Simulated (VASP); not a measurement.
Runs of VASP 6.6.1 on ZnAuS3. The structure is that of space group Pm-3m (No. 221), or close to it. The cells are those of the table. 

```csv
task,cell,k mesh,cutoff (eV),gap on the mesh (eV),pressure (GPa),relaxed volume (Å³/atom)
relaxation of cell and atoms,"relaxed from a = 4.823 Å, 5 atoms",8 × 8 × 8,600,none,0.0,22.59
single point,"a = 4.837 Å, 5 atoms",8 × 8 × 8,520,none,-0.2,-
single point,"a = 4.823 Å, 5 atoms",4 × 4 × 4,520,none,-0.2,-
single point,"a = 4.487 Å, 5 atoms",4 × 4 × 4,520,none,(a),-
relaxation of cell and atoms,"relaxed from a = 4.487 Å, 5 atoms",4 × 4 × 4,600,none,0.0,22.36
```

Alike in all rows: level PBE; potentials or basis VASP PAW PBE potentials, release 64 (Zn, S, Au); no spin polarisation; smearing gaussian 0.1 eV.

**Question.** Estimate the missing entries.

**Answer.** (a) 23.3.

Caveats: spin-orbit coupling is left out, which moves the levels of the heavy elements; the volume moved by over 15 % at a fixed basis, so the end points are rough (some runs).

A k mesh can miss the band edges, and the runs leave out spin-orbit coupling on Au.

A gap of «none» marks levels without a gap at the run's occupations.
